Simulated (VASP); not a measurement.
Wanted: the native input for a VASP 6.6.1 run.

```yaml
Task: single point
Functional: r2SCAN
Potentials_or_basis: VASP PAW PBE potentials, release 64 (Nb_sv)
Cutoff: 520 eV
k_mesh: 9 × 9 × 9
Occupations: fermi-dirac, width 0.02 eV
Spin: no spin polarisation
Dipole_correction: no
Further_INCAR_settings: ALGO = Normal; EDIFF = 1e-06; NBANDS = 12
```

Crystal: Nb.

```xyz
1
Lattice="-1.6510 1.6510 1.6510 1.6510 -1.6510 1.6510 1.6510 1.6510 -1.6510" Properties=species:S:1:pos:R:3 pbc="T T T"
Nb    0.0000    0.0000    0.0000
```

One way to write it, as run:

POSCAR

```
Nb
1.0
   -1.6510023311      1.6510023311      1.6510023311
    1.6510023311     -1.6510023311      1.6510023311
    1.6510023311      1.6510023311     -1.6510023311
Nb
1
Direct
    0.0000000000      0.0000000000      0.0000000000
```

INCAR.step1

```
PREC     = Accurate       # precision mode
ENCUT    = 520            # plane-wave cutoff, eV
ISMEAR   = -1             # smearing method
SIGMA    = 0.02           # smearing width, eV
LREAL    = F              # projectors in reciprocal space
LASPH    = T              # aspherical terms in the spheres
NELM     = 80             # most SCF steps
NBANDS   = 12             # bands
GGA      = PE             # functional
ALGO     = Normal         # electronic algorithm
EDIFF    = 1E-4           # SCF threshold, eV
LWAVE    = T              # write WAVECAR
LCHARG   = F              # write CHGCAR
```

INCAR.step2

```
PREC     = Accurate       # precision mode
ENCUT    = 520            # plane-wave cutoff, eV
EDIFF    = 1E-6           # SCF threshold, eV
ISMEAR   = -1             # smearing method
SIGMA    = 0.02           # smearing width, eV
LREAL    = F              # projectors in reciprocal space
LASPH    = T              # aspherical terms in the spheres
NELM     = 80             # most SCF steps
ALGO     = Normal         # electronic algorithm
ISIF     = 2              # what is computed and relaxed
LWAVE    = F              # write WAVECAR
LCHARG   = T              # write CHGCAR
METAGGA  = R2SCAN         # meta-GGA
LMIXTAU  = T            
LELF     = T              # ELF
LVHAR    = T            
NBANDS   = 12             # bands
ISTART   = 1
```

KPOINTS

```
regular mesh
0
Gamma
  9 9 9
```

Potentials or basis: VASP PAW PBE potentials, release 64 (Nb_sv).

Command:

```bash
$ cat potpaw_PBE.64/Nb_sv/POTCAR > POTCAR
$ cp INCAR.step1 INCAR
$ mpirun -np 1 vasp_std > vasp.out
$ cp INCAR.step2 INCAR
$ mpirun -np 1 vasp_std > vasp.out
```

It gave:

```json
{
 "Pressure": "-0.2 GPa"
}
```

Caveat: the PAW data sets were made with another functional, which shifts forces and pressure a little.

Wall time 28 s on 1 thread of Intel(R) Xeon(R) Platinum 8259CL CPU @ 2.50GHz (Skylake/Cascade Lake), with other jobs on the host, peak memory 0.14 GiB.
